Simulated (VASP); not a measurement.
Wanted: the native input for a VASP 6.6.1 run.

| Item | Value |
| --- | --- |
| Task | single point |
| Functional | LDA |
| Potentials or basis | VASP PAW LDA potentials, release 64 (Cd, Si, P) |
| Cutoff | 500 eV |
| k mesh | 6 × 6 × 6 |
| Occupations | fermi-dirac, width 0.02 eV |
| Spin | no spin polarisation |
| Dipole correction | no |
| Further INCAR settings | ALGO = Normal; EDIFF = 1e-06; NBANDS = 36 |

The structure of CdSiP2 lies in POSCAR:

```
CdSiP2
1.0
   -2.7930879604      2.7930879604      5.2309316331
    2.7930879604     -2.7930879604      5.2309316331
    2.7930879604      2.7930879604     -5.2309316331
Cd Si P
2 2 4
Direct
    0.7500000000      0.2500000000      0.5000000000
    0.0000000000      0.0000000000      0.0000000000
    0.5000000000      0.5000000000      0.0000000000
    0.2500000000      0.7500000000      0.5000000000
    0.8750000000      0.8340765458      0.4590765458
    0.1659234542      0.6250000000      0.0409234542
    0.3750000000      0.4159234542      0.5409234542
    0.5840765458      0.1250000000      0.9590765458
```

The input as run:

INCAR

```
ALGO     = Normal         # electronic algorithm
EDIFF    = 1E-6           # SCF threshold, eV
ENCUT    = 500            # plane-wave cutoff, eV
GGA_COMPAT= F            
ISIF     = 2              # what is computed and relaxed
ISMEAR   = -1             # smearing method
LASPH    = T              # aspherical terms in the spheres
LCHARG   = F              # write CHGCAR
LREAL    = F              # projectors in reciprocal space
LWAVE    = F              # write WAVECAR
NBANDS   = 36             # bands
NELM     = 120            # most SCF steps
PREC     = Accurate       # precision mode
SIGMA    = 0.02           # smearing width, eV
```

KPOINTS

```
k-points
0
Gamma
  6 6 6
```

Potentials or basis: VASP PAW LDA potentials, release 64 (Cd, Si, P).

Command:

```console
$ cat potpaw_LDA.64/Cd/POTCAR potpaw_LDA.64/Si/POTCAR potpaw_LDA.64/P/POTCAR > POTCAR
$ mpirun -np 1 vasp_std > vasp.out
```

It gave:

The pressure is 0.3 GPa. The largest force is 0.060 eV/Å and the band gap on the k mesh is 1.20 eV.

It took 3.7 min on 1 thread of Oxide Virtual Turin-like Processor, with other jobs on the host, peak memory 0.31 GiB.
